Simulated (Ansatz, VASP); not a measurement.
# Zn3Ag: VASP beside Ansatz

```
Zn Ag
1.0
     2.84701    0.00000    0.00000
    -1.42350    2.46558    0.00000
     0.00000    0.00000    8.55841
Zn Ag
3 1
Direct
  0.66667 0.33333 0.50000
  0.33333 0.66667 0.25680
  0.33333 0.66667 0.74320
  0.66667 0.33333 0.00000
```

Alike in both runs: task single point; functional LDA; k mesh 15 × 15 × 4; occupations gaussian, width 0.05 eV; no spin polarisation.

|  | VASP | Ansatz |
| --- | --- | --- |
| version | VASP 6.6.1 | Ansatz 0.2.0 |
| potentials or method | VASP PAW LDA potentials, release 64 (Zn, Ag), cutoff 520 eV | scalar-relativistic, plane waves, PAW |
| valence electrons in the cell | 47 | 55 |

```tsv
	VASP	Ansatz	Ansatz less VASP
gap on the k mesh at the Fermi level (eV)	none	none	-
pressure (GPa)	-5.6	-6.1	-0.52
traceless stress, the component that is largest in VASP (GPa)	-0.85	-0.99	-0.137
rms of the force components (eV/Å)	0.024	0.022	-0.0018
```

LDA's correlation is that of Perdew and Zunger in VASP and of Perdew and Wang (1992) in Ansatz. Atom by atom the forces differ by 0.002 eV/Å (rms over components). A gap of «none» marks a metal or a gap that the smearing closes. VASP's potentials hold 47 valence electrons a cell and Ansatz's 55, so a difference there can come from the potentials and not from the codes.
